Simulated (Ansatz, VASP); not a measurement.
**Si3IrRu: VASP beside Ansatz**

```
CELL_PARAMETERS angstrom
4.49490 0.00000 0.00000
0.00000 4.49490 0.00000
0.00000 0.00000 4.49490
ATOMIC_POSITIONS crystal
Si 0.50000 0.00000 0.00000
Si 0.00000 0.50000 0.00000
Si 0.00000 0.00000 0.50000
Ru 0.00000 0.00000 0.00000
Ir 0.50000 0.50000 0.50000
```

Alike in both runs: functional PBE; k mesh 4 × 4 × 4; occupations gaussian, width 0.2 eV; no spin polarisation.

Ansatz relaxed the structure, and its values are those at the end. VASP's run is a single point on that final structure, the one shown.

|  | VASP | Ansatz |
| --- | --- | --- |
| version | VASP 6.6.1 | Ansatz 0.2.0 |
| potentials or method | VASP PAW PBE potentials, release 64 (Si, Ru_pv, Ir), cutoff 500 eV | scalar-relativistic, plane waves, PAW |
| valence electrons in the cell | 35 | 45 |

|  | VASP | Ansatz | Ansatz less VASP |
| --- | --- | --- | --- |
| gap on the k mesh at the Fermi level (eV) | none | none | - |
| pressure (GPa) | 0.6 | 0.6 | -0.05 |

A gap of «none» marks a metal or a gap that the smearing closes. VASP's potentials hold 35 valence electrons a cell and Ansatz's 45, so a difference there can come from the potentials and not from the codes.

Spin-orbit coupling is off throughout.
